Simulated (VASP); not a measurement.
# TiO2 (P4_2/mnm) in VASP: notebook

The runs below take TiO2 through single point, with PBE.

Everything below comes from runs of VASP 6.6.1. Logs are shortened: lines on timing, memory, paths and dates and some standing lists are left out, and cuts for length are marked.

## Step 1: The cell of the first run

It takes space group P4_2/mnm (No. 136, tetragonal). The conventional cell has a = 4.732 Å, b = 4.732 Å, c = 2.959 Å, α = 90.00°, β = 90.00°, γ = 90.00°. Ti (site symmetry mmm) has 6 O at 1.97 to 2.05 Å within 2.6 Å. O (site symmetry m2m) has 3 Ti at 1.97 to 2.05 Å and 1 O at 2.60 Å within 2.6 Å.

## Step 2: Single point, PBE (equal xx and yy strain of +3 %)

File INCAR:

```
SYSTEM = TiO2
  ALGO = Normal
  EDIFF = 1E-6
  ENCUT = 520
  GGA = PE
  ISIF = 2
  ISMEAR = -1
  LASPH = .True.
  LCHARG = .False.
  LREAL = .False.
  LWAVE = .False.
  NBANDS = 33
  NELM = 60
  PREC = Accurate
  SIGMA = 0.05
```

File KPOINTS:

```
k-points
0
Gamma
  7 7 10
  0 0 0
```

File POSCAR:

```
TiO2
1.0
    4.7318200000      0.0000000000      0.0000000000
    0.0000000000      4.7318200000      0.0000000000
    0.0000000000      0.0000000000      2.9590000000
Ti O
2 4
Direct
    0.0000000000      0.0000000000      0.0000000000
    0.5000000000      0.5000000000      0.5000000000
    0.3060000000      0.3060000000      0.0000000000
    0.1940000000      0.8060000000      0.5000000000
    0.6940000000      0.6940000000      0.0000000000
    0.8060000000      0.1940000000      0.5000000000
```

Potentials or basis: VASP PAW PBE potentials, release 64 (Ti_sv, O).

Command:

```sh
$ cat potpaw_PBE.64/Ti_sv/POTCAR potpaw_PBE.64/O/POTCAR > POTCAR
$ mpirun -np 1 vasp_std > vasp.out
```

OUTCAR:

```text
SYSTEM = TiO2
   EDIFF = 1E-6
   ENCUT = 520
   GGA = PE
   ISIF = 2
   ISMEAR = -1
   LASPH = .True.
   LREAL = .False.
   NELM = 60
   PREC = Accurate

 ion  position               nearest neighbor table
   1  0.000  0.000  0.000-   4 1.97   6 1.97   4 1.97   6 1.97   5 2.05   3 2.05
   2  0.500  0.500  0.500-   3 1.97   5 1.97   3 1.97   5 1.97   4 2.05   6 2.05
   3  0.306  0.306  0.000-   2 1.97   2 1.97   1 2.05
   4  0.194  0.806  0.500-   1 1.97   1 1.97   2 2.05
   5  0.694  0.694  0.000-   2 1.97   2 1.97   1 2.05
   6  0.806  0.194  0.500-   1 1.97   1 1.97   2 2.05

  LATTYP: Found a simple tetragonal cell.
 ALAT       =     4.7318200000
 C/A-ratio  =     0.6253407780

  Lattice vectors:

 A1 = (   4.7318200000,   0.0000000000,   0.0000000000)
 A2 = (   0.0000000000,   4.7318200000,   0.0000000000)
 A3 = (   0.0000000000,   0.0000000000,   2.9590000000)

Analysis of symmetry for initial positions (statically):
=====================================================================
 Subroutine PRICEL returns:
 Original cell was already a primitive cell.

 Routine SETGRP: Setting up the symmetry group for a
 simple tetragonal supercell.

 Subroutine GETGRP returns: Found 16 space group operations
 (whereof  8 operations were pure point group operations)
 out of a pool of 16 trial point group operations.

The static configuration has the point symmetry D_2h.
 The point group associated with its full space group is D_4h.

Analysis of symmetry for dynamics (positions and initial velocities):
=====================================================================
 Subroutine PRICEL returns:
 Original cell was already a primitive cell.

 Routine SETGRP: Setting up the symmetry group for a
 simple tetragonal supercell.

 Subroutine GETGRP returns: Found 16 space group operations
 (whereof  8 operations were pure point group operations)
 out of a pool of 16 trial point group operations.

The dynamic configuration has the point symmetry D_2h.
 The point group associated with its full space group is D_4h.

 Subroutine INISYM returns: Found 16 space group operations
 (whereof  8 operations are pure point group operations),
 and found     1 'primitive' translations

----------------------------------------------------------------------------------------

                                     Primitive cell

  volume of cell :      66.2524

  direct lattice vectors                    reciprocal lattice vectors
[... 97 lines left out ...]
   EDIFFG = 0.1E-04   stopping-criterion for IOM
   NSW    =      0    number of steps for IOM
   IBRION =     -1    ionic relax: 0-MD 1-quasi-New 2-CG
   NFREE  =      0    steps in history (QN), initial steepest desc. (CG)
   ISIF   =      2    stress and relaxation
   ISYM   =      2    0-nonsym 1-usesym 2-fastsym
   POTIM  = 0.5000    time-step for ionic-motion
   TEBEG  =    0.0;   TEEND  =   0.0 temperature during run
   PSTRESS=    0.0 pullay stress
   NELECT =      48.0000    total number of electrons
   NUPDOWN=      -1.0000    fix difference up-down
   EMIN   =  10.00;   EMAX   =-10.00  energy-range for DOS
   EFERMI =   0.00;   METHOD = LEGACY
   ISMEAR =    -1;   SIGMA  =   0.05  broadening in eV -4-tet -1-fermi 0-gaus
   EFERMI_NEDOS =   21; number of points for ismear=-14 and -15
   IALGO  =     38    algorithm
   IMIX   =      4    mixing-type and parameters
     AMIX     =   0.40;   BMIX     =  1.00
     AMIX_MAG =   1.60;   BMIX_MAG =  1.00
  volume/ion in A,a.u.               =      11.04        74.52
  Fermi-wavevector in a.u.,A,eV,Ry     =   1.470352  2.778563 29.414929  2.161936
  Thomas-Fermi vector in A             =   2.585620
   LORBIT       =      0    0 simple, 1 ext, 2 COOP (PROOUT), +10 PAW based schemes
   GGA     = PE    functional components
   LHFCALC =     F    Hartree Fock is set to
   AEXX    =    0.0000 exact exchange contribution
   IVDW    =     0    specifies the selected vdW correction
   LEPSILON=     F    determine dielectric tensor
   LRPA    =     F    only Hartree local field effects (RPA)
 non-spin polarized calculation
  energy-cutoff  :      520.00
  volume of cell :       66.25
 maximum number of plane-waves:      1819
 NGX is ok and might be reduce to    36
   NGX = 17   NGY = 17   NGZ = 11

 number of electron      47.9999983 magnetization

 Free energy of the ion-electron system (eV)
  ---------------------------------------------------
  ext. energy  EPLUGINS =         0.00000000
  ---------------------------------------------------
  free energy    TOTEN  =       -53.63098260 eV

  energy without entropy =      -53.63098259  energy(sigma->0) =      -53.63098260

 E-fermi :   5.0219     XC(G=0): -11.0843

 val. band max:        4.1170426400   @ k =   0.0000   0.0000   0.0000
 cond. band min:       5.9470098902   @ k =   0.0000   0.0000   0.0000
 fundamental gap:      1.8299672503
 Fermi energy:         5.0218635269

 k-point     1 :       0.0000    0.0000    0.0000
  band No.  band energies     occupation
      1     -52.8470      2.00000
      2     -52.8353      2.00000
      3     -29.1052      2.00000
      4     -29.1052      2.00000
      5     -28.9788      2.00000
      6     -28.9788      2.00000
[... 853 lines left out ...]
     32       9.2001      0.00000
     33      10.1284      0.00000

 [... further k-points ...]

------------------------ aborting loop because EDIFF is reached ----------------------------------------

  FORCE on cell =-STRESS in cart. coord.  units (eV):
  Direction    XX          YY          ZZ          XY          YZ          ZX
  --------------------------------------------------------------------------------------
  -------------------------------------------------------------------------------------
  Total       -2.8356784     -2.8356784     -1.5378150      0.0000000      0.0000000      0.0000000
  in kB      -68.5750542    -68.5750542    -37.1888953      0.0000000      0.0000000      0.0000000
  external PRESSURE =     -58.1130012 kB  Pullay stress =       0.0000000 kB

 VOLUME and BASIS-vectors are now :
 -----------------------------------------------------------------------------
  energy-cutoff  :      520.00
  volume of cell :       66.25
      direct lattice vectors                 reciprocal lattice vectors
     4.731820000  0.000000000  0.000000000     0.211335173  0.000000000  0.000000000
     0.000000000  4.731820000  0.000000000     0.000000000  0.211335173  0.000000000
     0.000000000  0.000000000  2.959000000     0.000000000  0.000000000  0.337952011

 POSITION                                       TOTAL-FORCE (eV/Angst)
 -----------------------------------------------------------------------------------
      0.00000      0.00000      0.00000         0.000000      0.000000      0.000000
      2.36591      2.36591      1.47950         0.000000      0.000000      0.000000
      1.44794      1.44794      0.00000         0.056523      0.056523     -0.000000
      0.91797      3.81385      1.47950        -0.056523      0.056523     -0.000000
      3.28388      3.28388      0.00000        -0.056523     -0.056523      0.000000
      3.81385      0.91797      1.47950         0.056523     -0.056523      0.000000
 -----------------------------------------------------------------------------------
    total drift:                               -0.000000      0.000000      0.000000

  FREE ENERGIE OF THE ION-ELECTRON SYSTEM (eV)
  ---------------------------------------------------
  free  energy   TOTEN  =       -53.6309825955 eV

  energy  without entropy=      -53.6309825946  energy(sigma->0) =      -53.63098260
```

stdout:

```text
POSCAR found type information on POSCAR TiO
 POSCAR found :  2 types and       6 ions
 scaLAPACK will be used
 LDA part: xc-table for (Slater+PW92), standard interpolation
 POSCAR, INCAR and KPOINTS ok, starting setup
 FFT: planning ... GRIDC
 FFT: planning ... GRID_SOFT
 FFT: planning ... GRID
 WAVECAR not read
 entering main loop
```

Wall time 3.4 min (1 thread of Intel Xeon 8259CL, shared host); peak memory 0.24 GiB.

What came out:

```yaml
Free_energy: -53.6310 eV
Pressure: -5.8 GPa
Largest_force: 0.080 eV/Å
Band_gap_on_the_k_mesh: 1.83 eV
```

Forces on the atoms (eV/Å):
```
Ti   0.000  0.000  0.000
Ti   0.000  0.000  0.000
O    0.057  0.057  0.000
O   -0.057  0.057  0.000
O   -0.057 -0.057  0.000
O    0.057 -0.057  0.000
```

Levels at points of the mesh, in eV from the valence-band top:
| k point | band 20 | band 21 | band 22 | band 23 | band 24 | band 25 | band 26 | band 27 | band 28 | band 29 |
| --- | --- | --- | --- | --- | --- | --- | --- | --- | --- | --- |
| (0.00, 0.00, 0.00) | -1.67 | -0.56 | -0.38 | -0.38 | 0.00 | 1.83 | 2.09 | 2.46 | 2.49 | 2.49 |
| (0.00, 0.00, 0.50) | -2.70 | -1.97 | -1.97 | -1.34 | -1.34 | 2.79 | 2.79 | 3.21 | 3.21 | 3.49 |

Caveat: the cell differs from its parent crystal (equal xx and yy strain of +3 %); the cell stands under tension; an odd mesh through Γ misses points on the zone boundary, where band edges can lie.

## Step 3: Single point, PBE (zz strain of -3 %)

File INCAR:

```
SYSTEM = TiO2
ALGO = Normal ; EDIFF = 1E-7
ENCUT = 520 ; GGA = PE
ISIF = 2 ; ISMEAR = -1
LASPH = .TRUE. ; LCHARG = .FALSE.
LREAL = .FALSE. ; LWAVE = .FALSE.
NBANDS = 33 ; NELM = 80
PREC = Accurate ; SIGMA = 0.05
```

File KPOINTS:

```
k-points
0
G
  7 7 10
  0 0 0
```

POSCAR, as its differences from that of step 2:

```diff
@@ -2,5 +2,5 @@
 1.0
-    4.7318200000      0.0000000000      0.0000000000
-    0.0000000000      4.7318200000      0.0000000000
-    0.0000000000      0.0000000000      2.9590000000
+    4.5940000000      0.0000000000      0.0000000000
+    0.0000000000      4.5940000000      0.0000000000
+    0.0000000000      0.0000000000      2.8702300000
 Ti O
```

Potentials or basis: VASP PAW PBE potentials, release 64 (Ti_sv, O).

Command:

```sh
$ cat potpaw_PBE.64/Ti_sv/POTCAR potpaw_PBE.64/O/POTCAR > POTCAR
$ mpirun -np 1 vasp_std > vasp.out
```

It took 48 s on 1 thread of Intel Xeon 6975P-C (Granite Rapids), shared host; peak memory 0.23 GiB.

It converged, with:

```yaml
Free_energy: -53.4703 eV
Pressure: 16.0 GPa
Largest_force: 0.527 eV/Å
Band_gap_on_the_k_mesh: 2.05 eV
```

Forces on the atoms (eV/Å):
```
Ti   0.000  0.000  0.000
Ti   0.000  0.000  0.000
O   -0.373 -0.373  0.000
O    0.373 -0.373  0.000
O    0.373  0.373  0.000
O   -0.373  0.373  0.000
```

Stress tensor (GPa, compression positive):
```
12.27  0.00  0.00
 0.00 12.27  0.00
 0.00  0.00 23.39
```

Levels at points of the mesh, in eV from the valence-band top:
```
           k point  band 22  band 23  band 24  band 25  band 26  band 27
(0.00, 0.00, 0.00)    -0.38    -0.38     0.00     2.05     2.37     2.77
(0.00, 0.00, 0.50)    -2.26    -1.39    -1.39     3.16     3.16     3.67
```

Caveat: the cell differs from its parent crystal (zz strain of -3 %); the cell stands under pressure; an odd mesh through Γ misses points on the zone boundary, where band edges can lie.

## Step 4: Single point, PBE (zz strain of -1 %)

INCAR, as its differences from that of step 3:

```diff
@@ -6,3 +6,3 @@
 LREAL = .FALSE. ; LWAVE = .FALSE.
-NBANDS = 33 ; NELM = 80
+NBANDS = 33 ; NELM = 60
 PREC = Accurate ; SIGMA = 0.05
```

KPOINTS is that of step 3.

POSCAR, as its differences from that of step 3:

```diff
@@ -4,3 +4,3 @@
     0.0000000000      4.5940000000      0.0000000000
-    0.0000000000      0.0000000000      2.8702300000
+    0.0000000000      0.0000000000      2.9294100000
 Ti O
```

Command:

```sh
$ cat potpaw_PBE.64/Ti_sv/POTCAR potpaw_PBE.64/O/POTCAR > POTCAR
$ mpirun -np 1 vasp_std > vasp.out
```

Wall time 47 s (1 thread of Intel Xeon 6975P-C (Granite Rapids), shared host); peak memory 0.23 GiB.

Results (log left out):

| Property | Result |
| --- | --- |
| Free energy | -53.6062 eV |
| Pressure | 9.2 GPa |
| Largest force | 0.337 eV/Å |
| Band gap on the k mesh | 1.96 eV |

Forces on the atoms (eV/Å):
```
Ti   0.000  0.000  0.000
Ti   0.000  0.000  0.000
O   -0.238 -0.238  0.000
O    0.238 -0.238  0.000
O    0.238  0.238  0.000
O   -0.238  0.238  0.000
```

Stress tensor (GPa, compression positive):
```
 8.16  0.00  0.00
 0.00  8.16  0.00
 0.00  0.00 11.22
```

Levels at points of the mesh, in eV from the valence-band top:
```tsv
k point	band 22	band 23	band 24	band 25	band 26	band 27
(0.00, 0.00, 0.00)	-0.41	-0.41	0.00	1.96	2.28	2.55
(0.00, 0.00, 0.50)	-2.31	-1.41	-1.41	3.02	3.02	3.33
```

Caveat: the cell differs from its parent crystal (zz strain of -1 %); the cell stands under pressure; an odd mesh through Γ misses points on the zone boundary, where band edges can lie.

## Step 5: Single point, PBE (zz strain of +2 %)

File INCAR:

```
SYSTEM = TiO2
PREC     = Accurate       ! precision mode
ENCUT    = 520            ! plane-wave cutoff, eV
EDIFF    = 1E-6           ! SCF threshold, eV
ISMEAR   = -1             ! smearing method
SIGMA    = 0.05           ! smearing width, eV
LREAL    = .FALSE.        ! projectors in reciprocal space
LASPH    = .TRUE.         ! aspherical terms in the spheres
NELM     = 60             ! most SCF steps
ALGO     = Normal         ! electronic algorithm
ISIF     = 2              ! what is computed and relaxed
LWAVE    = .FALSE.        ! write WAVECAR
LCHARG   = .FALSE.        ! write CHGCAR
GGA      = PE             ! functional
NBANDS   = 33             ! bands
```

File KPOINTS:

```
Automatic mesh
0
G
  7 7 10
  0 0 0
```

POSCAR, as its differences from that of step 4:

```diff
@@ -4,3 +4,3 @@
     0.0000000000      4.5940000000      0.0000000000
-    0.0000000000      0.0000000000      2.9294100000
+    0.0000000000      0.0000000000      3.0181800000
 Ti O
```

Command:

```sh
$ cat potpaw_PBE.64/Ti_sv/POTCAR potpaw_PBE.64/O/POTCAR > POTCAR
$ mpirun -np 1 vasp_std > vasp.out
```

Wall time 47 s (1 thread of Intel Xeon 6975P-C (Granite Rapids), shared host); peak memory 0.23 GiB.

Results (log left out):

* Free energy: -53.6482 eV
* Pressure: 0.5 GPa
* Largest force: 0.150 eV/Å
* Band gap on the k mesh: 1.82 eV

Forces on the atoms (eV/Å):
```
Ti   0.000  0.000  0.000
Ti   0.000  0.000  0.000
O   -0.106 -0.106  0.000
O    0.106 -0.106  0.000
O    0.106  0.106  0.000
O   -0.106  0.106  0.000
```

Stress tensor (GPa, compression positive):
```
 2.76  0.00  0.00
 0.00  2.76  0.00
 0.00  0.00 -3.95
```

Levels at points of the mesh, in eV from the valence-band top:
```tsv
k point	band 20	band 21	band 22	band 23	band 24	band 25	band 26	band 27	band 28	band 29
(0.00, 0.00, 0.00)	-2.10	-0.77	-0.43	-0.43	0.00	1.82	2.17	2.27	2.35	2.35
(0.00, 0.00, 0.50)	-2.62	-2.35	-2.35	-1.41	-1.41	2.86	2.86	2.88	2.88	3.57
```

Caveat: the cell differs from its parent crystal (zz strain of +2 %); an odd mesh through Γ misses points on the zone boundary, where band edges can lie.

## Step 6: Summary

| cell | gap on the mesh (eV) | pressure (GPa) | largest force (eV/Å) |
| --- | --- | --- | --- |
| a = 4.732, b = 4.732, c = 2.959 Å, 6 atoms | 1.83 | -5.8 | 0.08 |
| a = 4.594, b = 4.594, c = 2.870 Å, 6 atoms | 2.05 | 16.0 | 0.53 |
| a = 4.594, b = 4.594, c = 2.929 Å, 6 atoms | 1.96 | 9.2 | 0.34 |
| a = 4.594, b = 4.594, c = 3.018 Å, 6 atoms | 1.82 | 0.5 | 0.15 |

Alike in all rows: task single point; level PBE; potentials or basis VASP PAW PBE potentials, release 64 (Ti_sv, O); no spin polarisation; k mesh 7 × 7 × 10; cutoff (eV) 520; smearing fermi-dirac 0.05 eV.

Caveats: an odd mesh through Γ misses points on the zone boundary, where band edges can lie; the cell stands under pressure (at least some runs); the cell stands under tension (at least some runs).

Total energies depend on the potentials used, so only differences within one code and one set of settings carry meaning.
